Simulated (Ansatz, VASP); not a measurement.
Na3TlCl4 in VASP and in Ansatz

```
CELL_PARAMETERS angstrom
-3.02532 3.02532 5.89105
3.02532 -3.02532 5.89105
3.02532 3.02532 -5.89105
ATOMIC_POSITIONS crystal
Na 0.00000 0.00000 0.00000
Na 0.25000 0.75000 0.50000
Na 0.75000 0.25000 0.50000
Tl 0.50000 0.50000 0.00000
Cl 0.76882 0.76882 0.00000
Cl 0.23118 0.23118 0.00000
Cl 0.00000 0.50000 0.50000
Cl 0.50000 0.00000 0.50000
```

Alike in both runs: functional PBE; k mesh 6 × 6 × 6; occupations gaussian, width 0.02 eV; no spin polarisation.

Ansatz relaxed the structure, and its values are those at the end. VASP's run is a single point on that final structure, the one shown.

|  | VASP | Ansatz |
| --- | --- | --- |
| version | VASP 6.6.1 | Ansatz 0.2.0 |
| potentials or method | VASP PAW PBE potentials, release 64 (Na_pv, Tl_d, Cl), cutoff 520 eV | scalar-relativistic, plane waves, PAW |
| valence electrons in the cell | 62 | 68 |

```csv
,VASP,Ansatz,Ansatz less VASP
gap on the k mesh at the Fermi level (eV),3.19,3.18,-0.009
least direct gap on the mesh (eV),3.25,3.24,-0.012
pressure (GPa),-0.1,0.0,+0.05
```

With one functional, cell and mesh, what is left measures potentials, basis and numerics. VASP's potentials hold 62 valence electrons a cell and Ansatz's 68, so a difference there can come from the potentials and not from the codes.

Neither program's run includes spin-orbit coupling.
